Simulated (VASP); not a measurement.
# SiC (F-43m) in VASP: further runs, part 2 of 2

VASP 6.6.1.

## 4. Single point, LDA

This run uses another cell than the first one, of 12.05 Å³/atom, 0.800 times its volume.

Input file INCAR:

```
ALGO = Normal
EDIFF = 1E-6
ENCUT = 600
GGA = CA
GGA_COMPAT = F
ISIF = 2
ISMEAR = 0
LASPH = T
LCHARG = T
LELF = T
LREAL = F
LVHAR = T
LWAVE = F
NBANDS = 11
NELM = 120
PREC = Accurate
SIGMA = 0.05
```

Input file KPOINTS:

```
k-points
0
Gamma
  6 6 6
```

Input file POSCAR:

```
SiC
1.0
    0.0000000000      2.2928561845      2.2928561845
    2.2928561845      0.0000000000      2.2928561845
    2.2928561845      2.2928561845      0.0000000000
C Si
1 1
Direct
    0.0000000000      0.0000000000      0.0000000000
    0.2500000000      0.2500000000      0.2500000000
```

Potentials or basis: VASP PAW LDA potentials, release 64 (C, Si).

Launch:

```
> cat potpaw_LDA.64/C/POTCAR potpaw_LDA.64/Si/POTCAR > POTCAR
> mpirun -np 1 vasp_std > vasp.out
```

OUTCAR:

```text
EDIFF = 1E-6
   ENCUT = 600
   GGA = CA
   ISIF = 2
   ISMEAR = 0
   LASPH = T
   LREAL = F
   NELM = 120
   PREC = Accurate

 ion  position               nearest neighbor table
   1  0.000  0.000  0.000-   2 1.99   2 1.99   2 1.99   2 1.99
   2  0.250  0.250  0.250-   1 1.99   1 1.99   1 1.99   1 1.99

  LATTYP: Found a face centered cubic cell.
 ALAT       =     4.5857123690

  Lattice vectors:

 A1 = (   0.0000000000,   2.2928561845,   2.2928561845)
 A2 = (   2.2928561845,   0.0000000000,   2.2928561845)
 A3 = (   2.2928561845,   2.2928561845,   0.0000000000)

Analysis of symmetry for initial positions (statically):
=====================================================================
 Subroutine PRICEL returns:
 Original cell was already a primitive cell.

 Routine SETGRP: Setting up the symmetry group for a
 face centered cubic supercell.

 Subroutine GETGRP returns: Found 24 space group operations
 (whereof 24 operations were pure point group operations)
 out of a pool of 48 trial point group operations.

The static configuration has the point symmetry T_d .

Analysis of symmetry for dynamics (positions and initial velocities):
=====================================================================
 Subroutine PRICEL returns:
 Original cell was already a primitive cell.

 Routine SETGRP: Setting up the symmetry group for a
 face centered cubic supercell.

 Subroutine GETGRP returns: Found 24 space group operations
 (whereof 24 operations were pure point group operations)
 out of a pool of 48 trial point group operations.

The dynamic configuration has the point symmetry T_d .

 Subroutine INISYM returns: Found 24 space group operations
 (whereof 24 operations are pure point group operations),
 and found     1 'primitive' translations

----------------------------------------------------------------------------------------

                                     Primitive cell

  volume of cell :      24.1080

  direct lattice vectors                    reciprocal lattice vectors
     0.000000000  2.292856185  2.292856185    -0.218068627  0.218068627  0.218068627
     2.292856185  0.000000000  2.292856185     0.218068627 -0.218068627  0.218068627
     2.292856185  2.292856185  0.000000000     0.218068627  0.218068627 -0.218068627

  length of vectors
     3.242588313  3.242588313  3.242588313     0.377705941  0.377705941  0.377705941

  position of ions in fractional coordinates (direct lattice)
     0.000000000  0.000000000  0.000000000
     0.250000000  0.250000000  0.250000000

  ion indices of the primitive-cell ions
   primitive index   ion index
                 1           1
                 2           2

----------------------------------------------------------------------------------------

 KPOINTS: k-points

Automatic generation of k-mesh.
 Grid dimensions read from file:
 generate k-points for:    6    6    6

 Generating k-lattice:

  Cartesian coordinates                     Fractional coordinates (reciprocal lattice)
    -0.036344771  0.036344771  0.036344771     0.166666667  0.000000000  0.000000000
     0.036344771 -0.036344771  0.036344771     0.000000000  0.166666667  0.000000000
     0.036344771  0.036344771 -0.036344771     0.000000000  0.000000000  0.166666667

  Length of vectors
     0.062950990  0.062950990  0.062950990

  Shift w.r.t. Gamma in fractional coordinates (k-lattice)
     0.000000000  0.000000000  0.000000000

 Subroutine IBZKPT returns following result:
 ===========================================

 Found     16 irreducible k-points:

 Following reciprocal coordinates:
            Coordinates               Weight
  0.000000  0.000000  0.000000      1.000000
  0.166667  0.000000  0.000000      8.000000
  0.333333  0.000000  0.000000      8.000000
  0.500000  0.000000  0.000000      4.000000
  0.166667  0.166667  0.000000      6.000000
  0.333333  0.166667  0.000000     24.000000
[... 8 lines left out ...]
 -0.333333  0.333333  0.166667     24.000000
 -0.333333  0.500000  0.166667     12.000000
   k-points           NKPTS =     16   k-points in BZ     NKDIM =     16   number of bands    NBANDS=     11
   number of dos      NEDOS =    301   number of ions     NIONS =      2
   total plane-waves  NPLWV =  21952
   dimension x,y,z NGX =    28 NGY =   28 NGZ =   28
   dimension x,y,z NGXF=    56 NGYF=   56 NGZF=   56
   ions per type =               1   1
   NGX,Y,Z   is equivalent  to a cutoff of  14.36, 14.36, 14.36 a.u.
   NGXF,Y,Z  is equivalent  to a cutoff of  28.71, 28.71, 28.71 a.u.
 SYSTEM =  unknown system
   PREC   = accura    normal or accurate (medium, high low for compatibility)
   ISTART =      0    job   : 0-new  1-cont  2-samecut
   ICHARG =      2    charge: 1-file 2-atom 10-const
   ISPIN  =      1    spin polarized calculation?
   LNONCOLLINEAR =      F non collinear calculations
   LSORBIT =      F    spin-orbit coupling
   LASPH  =      T    aspherical Exc in radial PAW
   ENCUT  =  600.0 eV  44.10 Ry    6.64 a.u.   6.48  6.48  6.48*2*pi/ulx,y,z
   NELM   =    120;   NELMIN=  2; NELMDL= -5     # of ELM steps
   EDIFF  = 0.1E-05   stopping-criterion for ELM
   LREAL  =      F    real-space projection
[... 7 lines left out ...]
   TEBEG  =    0.0;   TEEND  =   0.0 temperature during run
   PSTRESS=    0.0 pullay stress
   NELECT =       8.0000    total number of electrons
   NUPDOWN=      -1.0000    fix difference up-down
   EMIN   =  10.00;   EMAX   =-10.00  energy-range for DOS
   EFERMI =   0.00;   METHOD = LEGACY
   ISMEAR =     0;   SIGMA  =   0.05  broadening in eV -4-tet -1-fermi 0-gaus
   EFERMI_NEDOS =   21; number of points for ismear=-14 and -15
   IALGO  =     38    algorithm
   IMIX   =      4    mixing-type and parameters
     AMIX     =   0.40;   BMIX     =  1.00
     AMIX_MAG =   1.60;   BMIX_MAG =  1.00
  volume/ion in A,a.u.               =      12.05        81.34
  Fermi-wavevector in a.u.,A,eV,Ry     =   1.133404  2.141823 17.478102  1.284604
  Thomas-Fermi vector in A             =   2.270107
   LORBIT       =      0    0 simple, 1 ext, 2 COOP (PROOUT), +10 PAW based schemes
   GGA     = CA    functional components
   LHFCALC =     F    Hartree Fock is set to
   AEXX    =    0.0000 exact exchange contribution
   IVDW    =     0    specifies the selected vdW correction
   LEPSILON=     F    determine dielectric tensor
   LRPA    =     F    only Hartree local field effects (RPA)
 non-spin polarized calculation
 Gauss-broadening in eV      SIGMA  =   0.05
  energy-cutoff  :      600.00
  volume of cell :       24.11
 maximum number of plane-waves:       821
 NGX is ok and might be reduce to    28
   NGX = 13   NGY = 13   NGZ = 13

 number of electron       8.0000000 magnetization

 Free energy of the ion-electron system (eV)
  ---------------------------------------------------
  ext. energy  EPLUGINS =         0.00000000
  ---------------------------------------------------
  free energy    TOTEN  =       -16.25424104 eV

  energy without entropy =      -16.25424104  energy(sigma->0) =      -16.25424104

 E-fermi :   6.6725     XC(G=0): -10.9179

 val. band max:        6.4199254793   @ k =   0.0000   0.0000   0.0000
 cond. band min:       7.8297866165   @ k =   0.5000   0.5000   0.0000
 fundamental gap:      1.4098611372
 Fermi energy:         6.6725366355

 k-point     1 :       0.0000    0.0000    0.0000
  band No.  band energies     occupation
      1      -7.7544      2.00000
      2       6.4199      2.00000
      3       6.4199      2.00000
      4       6.4199      2.00000
      5      10.9408      0.00000
      6      12.6403      0.00000
      7      12.6403      0.00000
      8      12.6403      0.00000
      9      20.0335      0.00000
     10      20.0335      0.00000
     11      20.3640      0.00000
[... 197 lines left out ...]
 k-point    16 :      -0.3333    0.5000    0.1667
  band No.  band energies     occupation
      1      -3.2068      2.00000
      2      -0.5734      2.00000
      3       2.4194      2.00000
      4       2.5249      2.00000
      5      10.1768      0.00000
      6      12.5087      0.00000
      7      15.8473      0.00000
      8      17.0447      0.00000
      9      18.6748      0.00000
     10      22.5482      0.00000
     11      24.8259      0.00000

------------------------ aborting loop because EDIFF is reached ----------------------------------------

  FORCE on cell =-STRESS in cart. coord.  units (eV):
  Direction    XX          YY          ZZ          XY          YZ          ZX
  --------------------------------------------------------------------------------------
  -------------------------------------------------------------------------------------
  Total       -4.2186120     -4.2186120     -4.2186120     -0.0000000      0.0000000     -0.0000000
  in kB     -280.3623725   -280.3623725   -280.3623725     -0.0000000      0.0000000     -0.0000000
  external PRESSURE =    -280.3623725 kB  Pullay stress =       0.0000000 kB

 VOLUME and BASIS-vectors are now :
 -----------------------------------------------------------------------------
  energy-cutoff  :      600.00
  volume of cell :       24.11
      direct lattice vectors                 reciprocal lattice vectors
     0.000000000  2.292856185  2.292856185    -0.218068627  0.218068627  0.218068627
     2.292856185  0.000000000  2.292856185     0.218068627 -0.218068627  0.218068627
     2.292856185  2.292856185  0.000000000     0.218068627  0.218068627 -0.218068627

 POSITION                                       TOTAL-FORCE (eV/Angst)
 -----------------------------------------------------------------------------------
      0.00000      0.00000      0.00000        -0.000000     -0.000000     -0.000000
      1.14643      1.14643      1.14643         0.000000      0.000000      0.000000
 -----------------------------------------------------------------------------------
    total drift:                               -0.000000     -0.000000      0.000000

  FREE ENERGIE OF THE ION-ELECTRON SYSTEM (eV)
  ---------------------------------------------------
  free  energy   TOTEN  =       -16.2542410384 eV

  energy  without entropy=      -16.2542410384  energy(sigma->0) =      -16.25424104
```

stdout:

```text
POSCAR found type information on POSCAR C Si
 POSCAR found :  2 types and       2 ions
 scaLAPACK will be used
 LDA part: xc-table for (Slater(with rela. corr.)+CA(PZ))
 , standard interpolation
 POSCAR, INCAR and KPOINTS ok, starting setup
 FFT: planning ... GRIDC
 FFT: planning ... GRID_SOFT
 FFT: planning ... GRID
 WAVECAR not read
 entering main loop
```

Wall time 5.1 s (1 thread of AMD EPYC 7R43 (Zen 3), shared host); peak memory 0.1 GiB.

What came out:

- Free energy: -16.2542 eV
- Pressure: -28.0 GPa
- Band gap on the k mesh: 1.41 eV, indirect (least direct gap 4.31 eV)

Levels at points of the mesh, in eV from the valence-band top:
| k point | band 1 | band 2 | band 3 | band 4 | band 5 | band 6 | band 7 | band 8 |
| --- | --- | --- | --- | --- | --- | --- | --- | --- |
| (0.00, 0.00, 0.00) | -14.17 | 0.00 | 0.00 | 0.00 | 4.52 | 6.22 | 6.22 | 6.22 |
| (0.50, 0.00, 0.00) | -11.09 | -7.77 | -1.01 | -1.01 | 4.06 | 6.53 | 6.53 | 9.06 |
| (0.50, 0.50, 0.00) | -9.76 | -7.37 | -2.90 | -2.90 | 1.41 | 3.68 | 12.13 | 12.13 |

## 5. Single point, LDA

This run uses another cell than the first one, of 9.87 Å³/atom, 0.655 times its volume.

Input file INCAR:

```
PREC = Accurate ; ENCUT = 600
EDIFF = 1E-6 ; ISMEAR = 0
SIGMA = 0.05 ; LREAL = False
LASPH = True ; NELM = 120
ALGO = Normal ; ISIF = 2
LWAVE = False ; LCHARG = True
GGA = CA ; LELF = True
LVHAR = True ; NBANDS = 11
GGA_COMPAT = False
```

Input file KPOINTS:

```
regular mesh
0
Gamma
  8 8 8
```

Input file POSCAR:

```
SiC
1.0
    0.0000000000      2.1453529427      2.1453529427
    2.1453529427      0.0000000000      2.1453529427
    2.1453529427      2.1453529427      0.0000000000
C Si
1 1
Direct
    0.0000000000      0.0000000000      0.0000000000
    0.2500000000      0.2500000000      0.2500000000
```

Launch:

```
> cat potpaw_LDA.64/C/POTCAR potpaw_LDA.64/Si/POTCAR > POTCAR
> mpirun -np 1 vasp_std > vasp.out
```

Wall time 5.3 s (1 thread of AMD EPYC 7R43 (Zen 3), shared host); peak memory 0.09 GiB.

It converged, with:

```yaml
Free_energy: -16.6315 eV
Pressure: 6.7 GPa
Band_gap_on_the_k_mesh: 1.26 eV, indirect (least direct gap 4.55 eV)
```

Levels at points of the mesh, in eV from the valence-band top:
| k point | band 2 | band 3 | band 4 | band 5 | band 6 | band 7 |
| --- | --- | --- | --- | --- | --- | --- |
| (0.00, 0.00, 0.00) | 0.00 | 0.00 | 0.00 | 6.84 | 7.52 | 7.52 |
| (0.50, 0.00, 0.00) | -8.82 | -1.06 | -1.06 | 5.82 | 7.32 | 7.32 |
| (0.50, 0.50, 0.00) | -7.96 | -3.28 | -3.28 | 1.26 | 4.35 | 14.37 |

## 6. Single point, LDA (volume scaled by 1.000 of the coarse rest volume)

Input file INCAR:

```
SYSTEM = SiC
  PREC = Accurate
  ENCUT = 600
  EDIFF = 1E-6
  ISMEAR = 0
  SIGMA = 0.02
  LREAL = .False.
  LASPH = .True.
  NELM = 120
  ALGO = Normal
  ISIF = 2
  LWAVE = .False.
  LCHARG = .False.
  GGA = CA
  NBANDS = 11
  GGA_COMPAT = .False.
```

Input file KPOINTS:

```
Automatic mesh
0
Gamma
  8 8 8
  0 0 0
```

Input file POSCAR:

```
SiC
1.0
    0.0000000000      2.1640000000      2.1640000000
    2.1640000000      0.0000000000      2.1640000000
    2.1640000000      2.1640000000      0.0000000000
C Si
1 1
Direct
    0.0000000000      0.0000000000      0.0000000000
    0.2500000000      0.2500000000      0.2500000000
```

Potentials or basis: VASP PAW LDA potentials, release 64 (C, Si).

Launch:

```
> cat potpaw_LDA.64/C/POTCAR potpaw_LDA.64/Si/POTCAR > POTCAR
> mpirun -np 1 vasp_std > vasp.out
```

It took 4.7 s on 1 thread of AMD EPYC 7R43 (Zen 3), shared host; peak memory 0.09 GiB.

The run converged. Its results:

```
Free energy            : -16.6435 eV
Pressure               : 0.4 GPa
Band gap on the k mesh : 1.29 eV, indirect (least direct gap 4.52 eV)
```

Levels at points of the mesh, in eV from the valence-band top:
```csv
k point,band 1,band 2,band 3,band 4,band 5,band 6,band 7,band 8,band 9
"(0.00, 0.00, 0.00)",-15.48,0.00,0.00,0.00,6.54,7.33,7.33,7.33,14.58
"(0.50, 0.00, 0.00)",-11.78,-8.67,-1.06,-1.06,5.58,7.21,7.21,10.03,16.18
"(0.50, 0.50, 0.00)",-10.28,-7.88,-3.23,-3.23,1.29,4.26,14.07,14.07,14.83
```

Caveat: the cell differs from its parent crystal (volume scaled by 1.000 of the coarse rest volume). A k mesh can miss the band edges.

## 7. The runs side by side

| cell | k mesh | cutoff (eV) | smearing | gap on the mesh (eV) | pressure (GPa) |
| --- | --- | --- | --- | --- | --- |
| a = 3.493 Å, angles 60.0°, 2 atoms | 6 × 6 × 6 | 520 | gaussian 0.05 eV | 1.50 | -40.3 |
| a = 3.060 Å, angles 60.0°, 2 atoms | 6 × 6 × 6 | 600 | gaussian 0.05 eV | 1.28 | 0.5 |
| a = 3.243 Å, angles 60.0°, 2 atoms | 6 × 6 × 6 | 600 | gaussian 0.05 eV | 1.41 | -28.0 |
| a = 3.034 Å, angles 60.0°, 2 atoms | 8 × 8 × 8 | 600 | gaussian 0.05 eV | 1.26 | 6.7 |
| a = 3.060 Å, angles 60.0°, 2 atoms | 8 × 8 × 8 | 600 | gaussian 0.02 eV | 1.29 | 0.4 |

Alike in all rows: task single point; level LDA; potentials or basis VASP PAW LDA potentials, release 64 (C, Si); no spin polarisation.

Absolute energies hang on the potentials; compare differences alone.
